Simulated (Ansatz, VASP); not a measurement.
# CaSe: VASP beside Ansatz

```
CELL_PARAMETERS angstrom
4.97783 0.00000 0.00000
-2.48891 4.31093 0.00000
0.00000 0.00000 5.83594
ATOMIC_POSITIONS crystal
Ca 0.33333 0.66667 0.93751
Ca 0.66667 0.33333 0.43751
Se 0.33333 0.66667 0.43749
Se 0.66667 0.33333 0.93749
```

Alike in both runs: task single point; functional PBE; k mesh 6 × 6 × 4; no spin polarisation.

```csv
,VASP,Ansatz
version,VASP 6.6.1,Ansatz 0.2.0
potentials or method,"VASP PAW PBE potentials, release 64 (Ca_sv, Se)","plane waves, PAW"
plane-wave cutoff (eV),520,420
occupations,"gaussian, width 0.01 eV",fixed
valence electrons in the cell,32,52
```

|  | VASP | Ansatz | Ansatz less VASP |
| --- | --- | --- | --- |
| gap on the k mesh at the Fermi level (eV) | 2.41 | 2.42 | +0.010 |
| pressure (GPa) | 1.4 | 1.2 | -0.14 |
| traceless stress, the component that is largest in VASP (GPa) | 0.16 | 0.13 | -0.023 |

VASP's potentials hold 32 valence electrons a cell and Ansatz's 52, so a difference there can come from the potentials and not from the codes.
